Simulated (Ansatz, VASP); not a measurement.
# Si2Ge: VASP beside Ansatz

```
CELL_PARAMETERS angstrom
3.92565 0.00000 0.00000
-1.96283 3.39971 0.00000
0.00000 0.00000 9.58838
ATOMIC_POSITIONS crystal
Si 0.00000 0.00000 0.37733
Si 0.33333 0.66667 0.03935
Si 0.00000 0.00000 0.62267
Si 0.66667 0.33333 0.96065
Ge 0.66667 0.33333 0.70788
Ge 0.33333 0.66667 0.29212
```

Alike in both runs: functional PBE; k mesh 6 × 6 × 2; occupations gaussian, width 0.1 eV; no spin polarisation.

Ansatz relaxed the structure, and its values are those at the end. VASP's run is a single point on that final structure, the one shown.

```csv
,VASP,Ansatz
version,VASP 6.6.1,Ansatz 0.2.0
potentials or method,"VASP PAW PBE potentials, release 64 (Si, Ge_d), cutoff 520 eV","scalar-relativistic, plane waves, PAW"
valence electrons in the cell,44,44
```

|  | VASP | Ansatz | Ansatz less VASP |
| --- | --- | --- | --- |
| gap on the k mesh at the Fermi level (eV) | 0.72 | 0.72 | -0.003 |
| least direct gap on the mesh (eV) | 1.09 | 1.09 | -0.005 |
| pressure (GPa) | 0.2 | 0.3 | +0.09 |
